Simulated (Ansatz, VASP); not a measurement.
**RbCl: VASP beside Ansatz**

POSCAR

```
RbCl
1.0
    0.0000000000      3.3068991505      3.3068991505
    3.3068991505      0.0000000000      3.3068991505
    3.3068991505      3.3068991505      0.0000000000
Rb Cl
1 1
Direct
    0.5000000000      0.5000000000      0.5000000000
    0.0000000000      0.0000000000      0.0000000000
```

File INCAR.step1:

```
SYSTEM = RbCl
ALGO     = Normal         ! electronic algorithm
EDIFF    = 1E-5           ! SCF threshold, eV
ENCUT    = 550            ! plane-wave cutoff, eV
GGA      = PE             ! functional
GGA_COMPAT= .False.      
ISMEAR   = 1              ! smearing method
LASPH    = .True.         ! aspherical terms in the spheres
LCHARG   = .False.        ! write CHGCAR
LREAL    = .False.        ! projectors in reciprocal space
LWAVE    = .True.         ! write WAVECAR
NBANDS   = 15             ! bands
NELM     = 120            ! most SCF steps
PREC     = Accurate       ! precision mode
SIGMA    = 0.1            ! smearing width, eV
```

Contents of INCAR.step2:

```
SYSTEM = RbCl
ALGO     = Normal         ! electronic algorithm
EDIFF    = 1E-6           ! SCF threshold, eV
ENCUT    = 550            ! plane-wave cutoff, eV
GGA_COMPAT= .False.      
ISIF     = 2              ! what is computed and relaxed
ISMEAR   = 1              ! smearing method
ISTART   = 1            
LASPH    = .True.         ! aspherical terms in the spheres
LCHARG   = .False.        ! write CHGCAR
LMIXTAU  = .True.       
LREAL    = .False.        ! projectors in reciprocal space
LWAVE    = .False.        ! write WAVECAR
METAGGA  = R2SCAN         ! meta-GGA
NBANDS   = 15             ! bands
NELM     = 120            ! most SCF steps
PREC     = Accurate       ! precision mode
SIGMA    = 0.1            ! smearing width, eV
```

The input KPOINTS:

```
k-points
0
Gamma
  6 6 6
  0 0 0
```

Input for Ansatz:

```yaml
crystal:
  lattice:
    - [0.0, 3.3068991505, 3.3068991505]
    - [3.3068991505, 0.0, 3.3068991505]
    - [3.3068991505, 3.3068991505, 0.0]
  atoms:
    - { symbol: Rb, position: [0.5, 0.5, 0.5] }
    - { symbol: Cl, position: [0.0, 0.0, 0.0] }
basis:
  ecutwfc: 500
  ecutrho_ratio: 4
kpoints:
  mp_grid: { grid: [6, 6, 6] }
hamiltonian:
  xc: r2scan
scf:
  occupations: { method: methfessel_paxton, width: 0.1 }
output:
  forces: true
  stress: true
```

Alike in both runs: task single point; functional r2SCAN; k mesh 6 × 6 × 6; occupations methfessel-paxton of order 1, width 0.1 eV; no spin polarisation.

```csv
,VASP,Ansatz
version,VASP 6.6.1,Ansatz 0.2.0
potentials or method,"VASP PAW PBE potentials, release 64 (Rb_sv, Cl), cutoff 550 eV","scalar-relativistic, plane waves, PAW"
valence electrons in the cell,16,16
```

|  | VASP | Ansatz | Ansatz less VASP |
| --- | --- | --- | --- |
| pressure (GPa) | 0.0 | 0.0 | 0.00 |

VASP's potentials were made for PBE, not for r2SCAN.
